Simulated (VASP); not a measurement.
Input of a VASP 6.6.1 run:

The input INCAR:

```
ALGO = Normal
EDIFF = 1E-7
EDIFFG = -0.01
ENCUT = 500
GGA = PE
GGA_COMPAT = F
IBRION = 2
ISIF = 3
ISMEAR = 0
LASPH = T
LCHARG = F
LREAL = F
LWAVE = F
NELM = 120
NELMIN = 4
NSW = 100
PREC = Accurate
SIGMA = 0.1
```

KPOINTS

```
k-points
0
Gamma
  14 14 14
```

POSCAR

```
WSe2
1.0
    0.0000000000      3.1032878208      3.1032878208
    3.1032878208      0.0000000000      3.1032878208
    3.1032878208      3.1032878208      0.0000000000
W Se
1 2
Direct
    0.5000000000      0.5000000000      0.5000000000
    0.2500000000      0.2500000000      0.2500000000
    0.0000000000      0.0000000000      0.0000000000
```

Potentials or basis: VASP PAW PBE potentials, release 64 (W_sv, Se).

Run with:

```console
$ cat potpaw_PBE.64/W_sv/POTCAR potpaw_PBE.64/Se/POTCAR > POTCAR
$ mpirun -np 1 vasp_std > vasp.out
```

Question: Predict the band gap on the k mesh.

Answer: Zero (bands 13 and 14 overlap by 2.05 eV).

Final structure:
```
W Se
1.0
     0.00000    3.10329    3.10329
     3.10329    0.00000    3.10329
     3.10329    3.10329    0.00000
W Se
1 2
Direct
  0.50000 0.50000 0.50000
  0.25000 0.25000 0.25000
  0.00000 0.00000 0.00000
```

Caveat: the relaxation stopped at its first step, so nothing moved; spin-orbit coupling is left out, which moves the levels of the heavy elements.
